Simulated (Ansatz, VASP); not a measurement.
**Two plane-wave programs on BAs5**

```
B As
1.0
     5.37972    0.00000    0.00000
    -2.68986    4.65897    0.00000
     0.00000    0.00000    6.96945
B As
1 5
Direct
  0.00000 0.00000 0.00000
  0.50000 0.00000 0.50000
  0.00000 0.50000 0.50000
  0.50000 0.50000 0.50000
  0.00000 0.00000 0.27047
  0.00000 0.00000 0.72953
```

Alike in both runs: functional PBE; k mesh 6 × 6 × 4; occupations gaussian, width 0.1 eV; no spin polarisation.

Ansatz relaxed the structure, and its values are those at the end. VASP's run is a single point on that final structure, the one shown.

|  | VASP | Ansatz |
| --- | --- | --- |
| version | VASP 6.6.1 | Ansatz 0.2.0 |
| potentials or method | VASP PAW PBE potentials, release 64 (B, As_d), cutoff 600 eV | scalar-relativistic, plane waves, PAW |
| valence electrons in the cell | 78 | 78 |

Ansatz gave:

* gap on the k mesh at the Fermi level (eV): none
* pressure (GPa): 0.1
* rms of the force components (eV/Å): 0.006

Question: Which values does VASP return?

Answer: gap on the k mesh at the Fermi level (eV): none; pressure (GPa): 0.1; rms of the force components (eV/Å): 0.010.

A gap of «none» marks a metal or a gap that the smearing closes.
